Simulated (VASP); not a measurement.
# MoS2 (P6_3/mmc) in VASP: single point with PBE

Aim: the single point of MoS2 with PBE.

Everything below comes from runs of VASP 6.6.1. Logs are shortened: lines on timing, memory, paths and dates and some standing lists are left out, and cuts for length are marked.

### 1 The cell of the first run

The structure is hexagonal, space group P6_3/mmc (No. 194). Conventional cell: a = 3.169 Å, b = 3.169 Å, c = 12.324 Å, α = 90.00°, β = 90.00°, γ = 120.00°. Within 3.2 Å of Mo (site symmetry -6m2) lie 6 S at 2.41 Å and 6 Mo at 3.17 Å. S (site symmetry 3m) has 3 Mo at 2.41 Å and 7 S at 3.13 to 3.17 Å within 3.2 Å.

### 2 Single point, PBE

INCAR reads:

```
SYSTEM = MoS2
ALGO = Normal
EDIFF = 1E-6
ENCUT = 500
GGA = PE
GGA_COMPAT = .FALSE.
ISIF = 2
ISMEAR = 1
LASPH = .TRUE.
LCHARG = .FALSE.
LREAL = .FALSE.
LWAVE = .FALSE.
NBANDS = 35
NELM = 120
PREC = Accurate
SIGMA = 0.1
```

KPOINTS reads:

```
k-points
0
G
  9 9 2
  0 0 0
```

POSCAR reads:

```
MoS2
1.0
    3.1690000000      0.0000000000      0.0000000000
   -1.5845000000      2.7444300000      0.0000000000
    0.0000000000      0.0000000000     12.3240000000
Mo S
2 4
Direct
    0.3333333333      0.6666666667      0.2500000000
    0.6666666667      0.3333333333      0.7500000000
    0.3333333333      0.6666666667      0.6230000000
    0.6666666667      0.3333333333      0.1230000000
    0.3333333333      0.6666666667      0.8770000000
    0.6666666667      0.3333333333      0.3770000000
```

Potentials or basis: VASP PAW PBE potentials, release 64 (Mo_sv, S).

Run with:

```bash
> cat potpaw_PBE.64/Mo_sv/POTCAR potpaw_PBE.64/S/POTCAR > POTCAR
> mpirun -np 1 vasp_std > vasp.out
```

OUTCAR:

```text
SYSTEM = MoS2
   EDIFF = 1E-6
   ENCUT = 500
   GGA = PE
   ISIF = 2
   ISMEAR = 1
   LASPH = .TRUE.
   LREAL = .FALSE.
   NELM = 120
   PREC = Accurate

 ion  position               nearest neighbor table
   1  0.333  0.667  0.250-   4 2.41   6 2.41   4 2.41   6 2.41   4 2.41   6 2.41
   2  0.667  0.333  0.750-   3 2.41   5 2.41   3 2.41   5 2.41   3 2.41   5 2.41
   3  0.333  0.667  0.623-   2 2.41   2 2.41   2 2.41
   4  0.667  0.333  0.123-   1 2.41   1 2.41   1 2.41
   5  0.333  0.667  0.877-   2 2.41   2 2.41   2 2.41
   6  0.667  0.333  0.377-   1 2.41   1 2.41   1 2.41

  LATTYP: Found a hexagonal cell.
 ALAT       =     3.1690000000
 C/A-ratio  =     3.8889239508

  Lattice vectors:

 A1 = (   3.1690000000,   0.0000000000,   0.0000000000)
 A2 = (  -1.5845000000,   2.7444300000,   0.0000000000)
 A3 = (   0.0000000000,   0.0000000000,  12.3240000000)

Analysis of symmetry for initial positions (statically):
=====================================================================
 Subroutine PRICEL returns:
 Original cell was already a primitive cell.

 Routine SETGRP: Setting up the symmetry group for a
 hexagonal supercell.

 Subroutine GETGRP returns: Found 24 space group operations
 (whereof 12 operations were pure point group operations)
 out of a pool of 24 trial point group operations.

The static configuration has the point symmetry D_3d.
 The point group associated with its full space group is D_6h.

Analysis of symmetry for dynamics (positions and initial velocities):
=====================================================================
 Subroutine PRICEL returns:
 Original cell was already a primitive cell.

 Routine SETGRP: Setting up the symmetry group for a
 hexagonal supercell.

 Subroutine GETGRP returns: Found 24 space group operations
 (whereof 12 operations were pure point group operations)
 out of a pool of 24 trial point group operations.

The dynamic configuration has the point symmetry D_3d.
 The point group associated with its full space group is D_6h.

 Subroutine INISYM returns: Found 24 space group operations
 (whereof 12 operations are pure point group operations),
 and found     1 'primitive' translations

----------------------------------------------------------------------------------------

                                     Primitive cell

  volume of cell :     107.1830

  direct lattice vectors                    reciprocal lattice vectors
     3.169000000  0.000000000  0.000000000     0.315556958  0.182187194  0.000000000
    -1.584500000  2.744430000  0.000000000     0.000000000  0.364374387  0.000000000
     0.000000000  0.000000000 12.324000000     0.000000000  0.000000000  0.081142486

  length of vectors
     3.169000000  3.168996099 12.324000000     0.364373939  0.364374387  0.081142486

  position of ions in fractional coordinates (direct lattice)
     0.333333333  0.666666667  0.250000000
     0.666666667  0.333333333  0.750000000
     0.333333333  0.666666667  0.623000000
     0.666666667  0.333333333  0.123000000
     0.333333333  0.666666667  0.877000000
     0.666666667  0.333333333  0.377000000

  ion indices of the primitive-cell ions
   primitive index   ion index
                 1           1
                 2           2
                 3           3
                 4           4
                 5           5
                 6           6

----------------------------------------------------------------------------------------

 KPOINTS: k-points

Automatic generation of k-mesh.
 Grid dimensions read from file:
 generate k-points for:    9    9    2

 Generating k-lattice:

  Cartesian coordinates                     Fractional coordinates (reciprocal lattice)
     0.035061884  0.020243022  0.000000000     0.111111111  0.000000000  0.000000000
     0.000000000  0.040486043  0.000000000     0.000000000  0.111111111  0.000000000
     0.000000000  0.000000000  0.040571243     0.000000000  0.000000000  0.500000000

  Length of vectors
     0.040485993  0.040486043  0.040571243

  Shift w.r.t. Gamma in fractional coordinates (k-lattice)
     0.000000000  0.000000000  0.000000000

 Subroutine IBZKPT returns following result:
 ===========================================

 Found     24 irreducible k-points:

 Following reciprocal coordinates:
            Coordinates               Weight
  0.000000  0.000000  0.000000      1.000000
  0.111111  0.000000  0.000000      6.000000
  0.222222  0.000000  0.000000      6.000000
  0.333333  0.000000  0.000000      6.000000
  0.444444  0.000000  0.000000      6.000000
  0.111111  0.111111  0.000000      6.000000
[... 16 lines left out ...]
  0.333333  0.222222  0.500000     12.000000
  0.333333  0.333333  0.500000      2.000000
   k-points           NKPTS =     24   k-points in BZ     NKDIM =     24   number of bands    NBANDS=     35
   number of dos      NEDOS =    301   number of ions     NIONS =      6
   total plane-waves  NPLWV =  51840
   dimension x,y,z NGX =    24 NGY =   24 NGZ =   90
   dimension x,y,z NGXF=    48 NGYF=   48 NGZF=  180
   ions per type =               2   4
   NGX,Y,Z   is equivalent  to a cutoff of  12.59, 12.59, 12.14 a.u.
   NGXF,Y,Z  is equivalent  to a cutoff of  25.18, 25.18, 24.28 a.u.
 SYSTEM =  MoS2
   PREC   = accura    normal or accurate (medium, high low for compatibility)
   ISTART =      0    job   : 0-new  1-cont  2-samecut
   ICHARG =      2    charge: 1-file 2-atom 10-const
   ISPIN  =      1    spin polarized calculation?
   LNONCOLLINEAR =      F non collinear calculations
   LSORBIT =      F    spin-orbit coupling
   LASPH  =      T    aspherical Exc in radial PAW
   ENCUT  =  500.0 eV  36.75 Ry    6.06 a.u.   5.78  5.78 22.47*2*pi/ulx,y,z
   NELM   =    120;   NELMIN=  2; NELMDL= -5     # of ELM steps
   EDIFF  = 0.1E-05   stopping-criterion for ELM
   LREAL  =      F    real-space projection
   EDIFFG = 0.1E-04   stopping-criterion for IOM
   NSW    =      0    number of steps for IOM
   IBRION =     -1    ionic relax: 0-MD 1-quasi-New 2-CG
   NFREE  =      0    steps in history (QN), initial steepest desc. (CG)
   ISIF   =      2    stress and relaxation
   ISYM   =      2    0-nonsym 1-usesym 2-fastsym
   POTIM  = 0.5000    time-step for ionic-motion
   TEBEG  =    0.0;   TEEND  =   0.0 temperature during run
   PSTRESS=    0.0 pullay stress
   NELECT =      52.0000    total number of electrons
   NUPDOWN=      -1.0000    fix difference up-down
   EMIN   =  10.00;   EMAX   =-10.00  energy-range for DOS
   EFERMI =   0.00;   METHOD = LEGACY
   ISMEAR =     1;   SIGMA  =   0.10  broadening in eV -4-tet -1-fermi 0-gaus
   EFERMI_NEDOS =   21; number of points for ismear=-14 and -15
   IALGO  =     38    algorithm
   IMIX   =      4    mixing-type and parameters
     AMIX     =   0.40;   BMIX     =  1.00
     AMIX_MAG =   1.60;   BMIX_MAG =  1.00
  volume/ion in A,a.u.               =      17.86       120.55
  Fermi-wavevector in a.u.,A,eV,Ry     =   1.286374  2.430894 22.514350  1.654758
  Thomas-Fermi vector in A             =   2.418452
   LORBIT       =      0    0 simple, 1 ext, 2 COOP (PROOUT), +10 PAW based schemes
   GGA     = PE    functional components
   LHFCALC =     F    Hartree Fock is set to
   AEXX    =    0.0000 exact exchange contribution
   IVDW    =     0    specifies the selected vdW correction
   LEPSILON=     F    determine dielectric tensor
   LRPA    =     F    only Hartree local field effects (RPA)
 non-spin polarized calculation
 Methfessel and Paxton  Order N= 1 SIGMA  =   0.10
  energy-cutoff  :      500.00
  volume of cell :      107.18
 maximum number of plane-waves:      2739
 NGX is ok and might be reduce to    24
   NGX = 11   NGY = 11   NGZ = 45

 number of electron      51.9999991 magnetization

 Free energy of the ion-electron system (eV)
  ---------------------------------------------------
  ext. energy  EPLUGINS =         0.00000000
  ---------------------------------------------------
  free energy    TOTEN  =       -43.61337056 eV

  energy without entropy =      -43.61340638  energy(sigma->0) =      -43.61338250

 E-fermi :   7.5687     XC(G=0): -10.8174

 val. band max:        7.4845025160   @ k =   0.0000   0.0000   0.0000
 cond. band min:       8.4585901067   @ k =   0.2222   0.1111   0.0000
 fundamental gap:      0.9740875907
 Fermi energy:         7.5686864727

 k-point     1 :       0.0000    0.0000    0.0000
  band No.  band energies     occupation
      1     -54.0198      2.00000
      2     -54.0198      2.00000
      3     -28.1689      2.00000
      4     -28.1688      2.00000
      5     -27.9496      2.00000
      6     -27.9496      2.00000
[... 27 lines left out ...]
     34       9.9298      0.00000
     35      13.0547      0.00000

 k-point     2 :       0.1111    0.0000    0.0000
  band No.  band energies     occupation
      1     -54.0152      2.00000
      2     -54.0152      2.00000
      3     -28.1598      2.00000
      4     -28.1597      2.00000
      5     -27.9961      2.00000
      6     -27.9961      2.00000
[... 27 lines left out ...]
     34       9.9547      0.00000
     35      13.8705      0.00000

 k-point     3 :       0.2222    0.0000    0.0000
  band No.  band energies     occupation
      1     -54.0034      2.00000
      2     -54.0034      2.00000
      3     -28.1367      2.00000
      4     -28.1366      2.00000
      5     -28.1122      2.00000
      6     -28.1122      2.00000
[... 27 lines left out ...]
     34      10.5922      0.00000
     35      14.8964      0.00000

 k-point     4 :       0.3333    0.0000    0.0000
  band No.  band energies     occupation
      1     -53.9901      2.00000
      2     -53.9901      2.00000
      3     -28.2418      2.00000
      4     -28.2418      2.00000
      5     -28.1103      2.00000
      6     -28.1102      2.00000
[... 27 lines left out ...]
     34      11.0938      0.00000
     35      14.1535      0.00000

 k-point     5 :       0.4444    0.0000    0.0000
  band No.  band energies     occupation
      1     -53.9813      2.00000
      2     -53.9813      2.00000
      3     -28.3250      2.00000
      4     -28.3250      2.00000
      5     -28.0930      2.00000
      6     -28.0929      2.00000
[... 638 lines left out ...]
 k-point    22 :       0.2222    0.2222    0.5000
  band No.  band energies     occupation
      1     -53.9842      2.00000
      2     -53.9842      2.00000
      3     -28.2491      2.00000
      4     -28.2491      2.00000
      5     -28.0986      2.00000
      6     -28.0986      2.00000
[... 27 lines left out ...]
     34      11.3823      0.00000
     35      14.7776      0.00000

 k-point    23 :       0.3333    0.2222    0.5000
  band No.  band energies     occupation
      1     -53.9775      2.00000
      2     -53.9775      2.00000
      3     -28.2791      2.00000
      4     -28.2791      2.00000
      5     -28.1305      2.00000
      6     -28.1305      2.00000
[... 27 lines left out ...]
     34      11.4906      0.00000
     35      14.0440      0.00000

 k-point    24 :       0.3333    0.3333    0.5000
  band No.  band energies     occupation
      1     -53.9751      2.00000
      2     -53.9751      2.00000
      3     -28.2409      2.00000
      4     -28.2409      2.00000
      5     -28.1970      2.00000
      6     -28.1970      2.00000
[... 27 lines left out ...]
     34      11.6757      0.00000
     35      14.1706      0.00000

------------------------ aborting loop because EDIFF is reached ----------------------------------------

  FORCE on cell =-STRESS in cart. coord.  units (eV):
  Direction    XX          YY          ZZ          XY          YZ          ZX
  --------------------------------------------------------------------------------------
  -------------------------------------------------------------------------------------
  Total        1.1578543      1.1578505      1.4020778      0.0000000      0.0000000      0.0000000
  in kB       17.3076620     17.3076052     20.9583262      0.0000000      0.0000000      0.0000000
  external PRESSURE =      18.5245311 kB  Pullay stress =       0.0000000 kB

 VOLUME and BASIS-vectors are now :
 -----------------------------------------------------------------------------
  energy-cutoff  :      500.00
  volume of cell :      107.18
      direct lattice vectors                 reciprocal lattice vectors
     3.169000000  0.000000000  0.000000000     0.315556958  0.182187194  0.000000000
    -1.584500000  2.744430000  0.000000000     0.000000000  0.364374387  0.000000000
     0.000000000  0.000000000 12.324000000     0.000000000  0.000000000  0.081142486

 POSITION                                       TOTAL-FORCE (eV/Angst)
 -----------------------------------------------------------------------------------
     -0.00000      1.82962      3.08100         0.000000     -0.000000      0.000000
      1.58450      0.91481      9.24300        -0.000000      0.000000      0.000000
     -0.00000      1.82962      7.67785         0.000000     -0.000000      0.077666
      1.58450      0.91481      1.51585        -0.000000      0.000000      0.077666
     -0.00000      1.82962     10.80815         0.000000     -0.000000     -0.077666
      1.58450      0.91481      4.64615         0.000000      0.000000     -0.077666
 -----------------------------------------------------------------------------------
    total drift:                               -0.000000      0.000000     -0.000000

  FREE ENERGIE OF THE ION-ELECTRON SYSTEM (eV)
  ---------------------------------------------------
  free  energy   TOTEN  =       -43.6133705589 eV

  energy  without entropy=      -43.6134063808  energy(sigma->0) =      -43.61338250
```

Wall time 39 s (1 thread of Intel Xeon 6975P-C (Granite Rapids), shared host); peak memory 0.25 GiB.

What came out:

```yaml
Free_energy: -43.6134 eV
Pressure: 1.9 GPa
Largest_force: 0.078 eV/Å
Band_gap_on_the_k_mesh: 0.97 eV (least direct gap 1.66 eV)
```

Forces on the atoms (eV/Å):
```
Mo   0.000  0.000  0.000
Mo   0.000  0.000  0.000
S    0.000  0.000  0.078
S    0.000  0.000  0.078
S    0.000  0.000 -0.078
S    0.000  0.000 -0.078
```

Stress tensor (GPa, compression positive):
```
1.73 0.00 0.00
0.00 1.73 0.00
0.00 0.00 2.10
```

Caveat: an odd mesh through Γ misses points on the zone boundary, where band edges can lie; this functional lacks dispersion, which binds the layers, so the pressure and a relaxed spacing across them are unreliable.
